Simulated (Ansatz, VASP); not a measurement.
# TiAl in VASP and in Ansatz

```xyz
2
Lattice="3.2209 0.0000 0.0000 0.0000 3.2209 0.0000 0.0000 0.0000 3.2209" Properties=species:S:1:pos:R:3 pbc="T T T"
Ti    0.0000    0.0000    0.0000
Al    1.6104    1.6104    1.6104
```

Alike in both runs: functional PBEsol-based screened hybrid with a share of 0.25 of exact exchange and HFSCREEN = 0.207; k mesh 5 × 5 × 5; occupations fermi-dirac, width 0.05 eV; collinear spin; Hubbard terms Ti d U = 5.0 eV.

```csv
,VASP,Ansatz
version,VASP 6.6.1,Ansatz 0.2.0
potentials or method,"VASP PAW PBE potentials, release 64 (Ti_sv, Al)",PseudoDojo standard (PBEsol files)
plane-wave cutoff (eV),400,1143
valence electrons in the cell,15,15
task,single point,density of states
```

```tsv
	VASP	Ansatz	Ansatz less VASP
gap on the k mesh at the Fermi level (eV)	none	none	-
pressure (GPa)	-3.0	-2.0	+1.06
net moment per atom (μB)	0.18	0.17	-0.010
size of the moment on the site where the two differ most (μB)	0.35	0.21	-0.139
```

VASP's potentials were made for PBE, not for PBEsol-based screened hybrid. Site moments also hang on the region over which each program counts them. The programs project onto different local orbitals, so the same U acts differently, and such runs can settle in different states. A gap of «none» marks a metal or a gap that the smearing closes.

The k mesh is coarse, so the values compare programs but aren't converged. Noted on Ansatz's run: the magnetic or orbital state may not be the lowest.
